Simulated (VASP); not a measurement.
# MnO: single point with PBE+U

The system is MnO.

```
CELL_PARAMETERS angstrom
0.00000 2.22200 2.22200
2.22200 0.00000 2.22200
4.44400 4.44400 0.00000
ATOMIC_POSITIONS crystal
Mn 0.00000 0.00000 0.00000
Mn 0.00000 0.00000 0.50000
O 0.50000 0.50000 0.25000
O 0.50000 0.50000 0.75000
```

* Program: VASP 6.6.1
* Task: single point
* Functional: PBE
* Potentials or basis: VASP PAW PBE potentials, release 64 (Mn_sv, O)
* Cutoff: 600 eV
* k mesh: 12 × 12 × 6
* Occupations: gaussian, width 0.05 eV
* Spin: collinear spin, antiferromagnetic start
* Starting moments: [5.0, -5.0, 0.0, 0.0] μB
* Hubbard terms: Mn d U = 3.9 eV
* Dipole correction: no
* Further INCAR settings: ALGO = Normal; EDIFF = 1e-06; NBANDS = 33

| Quantity | Value |
| --- | --- |
| Pressure | 2.5 GPa |
| Band gap on the k mesh | 1.73 eV |
| Net moment | 0.00 μB per cell |
| Site moments | Mn +4.45, -4.45; O +0.00 μB |
| Valence electrons inside the program's atomic spheres | Mn 12.87; O 5.00 |

Stress tensor (GPa, compression positive):
```
 2.48 -1.15  1.15
-1.15  2.48  1.15
 1.15  1.15  2.48
```

Levels at points of the mesh, in eV from the valence-band top:
Spin up:
```csv
k point,band 17,band 18,band 19,band 20,band 21,band 22,band 23,band 24,band 25,band 26
"(0.00, 0.00, 0.00)",-1.82,-1.82,-1.81,-0.60,-0.60,1.73,4.55,4.66,4.66,5.55
"(0.50, 0.00, 0.00)",-2.85,-2.17,-1.83,-0.36,-0.25,3.66,5.51,5.54,5.64,6.01
"(0.00, 0.00, 0.50)",-2.50,-2.50,-2.04,0.00,0.00,3.81,4.09,4.60,4.60,4.87
"(0.50, 0.00, 0.50)",-2.75,-2.17,-1.68,-0.48,-0.22,3.43,5.32,5.63,5.72,5.94
```
Spin down:
| k point | band 17 | band 18 | band 19 | band 20 | band 21 | band 22 | band 23 | band 24 | band 25 | band 26 |
| --- | --- | --- | --- | --- | --- | --- | --- | --- | --- | --- |
| (0.00, 0.00, 0.00) | -1.82 | -1.82 | -1.81 | -0.60 | -0.60 | 1.73 | 4.55 | 4.66 | 4.66 | 5.55 |
| (0.50, 0.00, 0.00) | -2.85 | -2.17 | -1.83 | -0.36 | -0.25 | 3.66 | 5.51 | 5.54 | 5.64 | 6.01 |
| (0.00, 0.00, 0.50) | -2.50 | -2.50 | -2.04 | 0.00 | 0.00 | 3.81 | 4.09 | 4.60 | 4.60 | 4.87 |
| (0.50, 0.00, 0.50) | -2.75 | -2.17 | -1.68 | -0.48 | -0.22 | 3.43 | 5.32 | 5.63 | 5.72 | 5.94 |

Eigenvalues of the final occupation matrices:
```tsv
site	spin	trace	eigenvalues
site 1 d	1	4.60	0.91 0.91 0.91 0.94 0.94
site 1 d	2	0.17	0.02 0.02 0.02 0.06 0.06
site 2 d	1	0.17	0.02 0.02 0.02 0.06 0.06
site 2 d	2	4.60	0.91 0.91 0.91 0.94 0.94
```

Wall time 4.9 min on 1 thread of Intel(R) Xeon(R) Platinum 8488C (Sapphire Rapids), with other jobs on the host, peak memory 0.38 GiB.

A k mesh can miss the band edges. The state reached can hang on the start; a lower one may exist.
